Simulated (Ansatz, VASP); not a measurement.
**Two plane-wave programs on Au**

```
Au
1.0
     4.52447    0.00000    0.00000
    -2.26223    3.91830    0.00000
     0.00000    0.00000    2.70390
Au
3
Direct
  0.00000 0.00000 0.00000
  0.33333 0.66667 0.50000
  0.66667 0.33333 0.50000
```

Alike in both runs: task single point; functional PBEsol; k mesh 9 × 9 × 13; occupations fermi-dirac, width 0.1 eV; no spin polarisation.

```csv
,VASP,Ansatz
version,VASP 6.6.1,Ansatz 0.2.0
potentials or method,"VASP PAW PBE potentials, release 64 (Au), cutoff 520 eV","plane waves (420 eV) with PAW, scalar-relativistic"
valence electrons in the cell,33,57
```

|  | VASP | Ansatz | Ansatz less VASP |
| --- | --- | --- | --- |
| pressure (GPa) | 17.1 | 17.5 | +0.36 |
| traceless stress, the component that is largest in VASP (GPa) | -0.58 | -0.58 | -0.001 |

VASP's potentials were made for PBE, not for PBEsol, and Ansatz warns of the same on its side. With one functional, cell and mesh, what is left measures potentials, basis and numerics. VASP's potentials hold 33 valence electrons a cell and Ansatz's 57, so a difference there can come from the potentials and not from the codes.

Neither program's run includes spin-orbit coupling.
